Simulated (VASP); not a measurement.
**MnO: single point with PBE**

The system is MnO.

```xyz
2
Lattice="0.0000 2.2220 2.2220 2.2220 0.0000 2.2220 2.2220 2.2220 0.0000" Properties=species:S:1:pos:R:3 pbc="T T T"
Mn    0.0000    0.0000    0.0000
O     2.2220    2.2220    2.2220
```

```json
{
 "Program": "VASP 6.6.1",
 "Task": "single point",
 "Functional": "PBE",
 "Potentials or basis": "VASP PAW PBE potentials, release 64 (Mn_pv, O)",
 "Cutoff": "520 eV",
 "k mesh": "14 × 14 × 14",
 "Occupations": "fermi-dirac, width 0.05 eV",
 "Spin": "collinear spin, ferromagnetic start",
 "Starting moments": "[4.0, 0.0] μB"
}
```

```json
{
  "Pressure": "-0.1 GPa",
  "Net moment": "4.76 μB per cell",
  "Site moments": "Mn +4.32; O +0.20 μB",
  "Valence electrons inside the program's atomic spheres": "Mn 11.36; O 4.97"
}
```

Levels at points of the mesh, in eV from the Fermi level:
Spin up:
| k point | band 10 | band 11 | band 12 | band 13 | band 14 | band 15 |
| --- | --- | --- | --- | --- | --- | --- |
| (0.00, 0.00, 0.00) | -3.22 | -2.69 | -2.69 | -0.52 | 13.98 | 16.34 |
| (0.50, 0.00, 0.00) | -1.89 | 0.20 | 0.20 | 3.48 | 7.74 | 11.89 |
| (0.50, 0.50, 0.00) | -2.05 | -2.05 | -1.92 | 5.03 | 7.82 | 10.41 |
Spin down:
```tsv
k point	band 4	band 5	band 6	band 7	band 8	band 9	band 10	band 11
(0.00, 0.00, 0.00)	-19.85	-3.38	-3.38	-3.38	0.73	0.73	0.73	0.79
(0.50, 0.00, 0.00)	-18.89	-7.38	-4.86	-4.86	1.91	1.96	1.96	3.63
(0.50, 0.50, 0.00)	-18.92	-6.43	-4.35	-4.35	-0.85	1.94	2.14	2.39
```

Run time: 28 s on 1 thread of Intel(R) Xeon(R) 6975P-C (Granite Rapids), on a shared host, peak memory 0.19 GiB.

Caveat: a cell with one magnetic atom can't hold antiferromagnetic order, which such compounds often take; semilocal functionals often make such compounds metallic where correlation or magnetic order opens a gap, which also shifts bond lengths. With open d or f shells a metallic result of PBE can be an artefact of self-interaction; +U or a hybrid may open a gap.
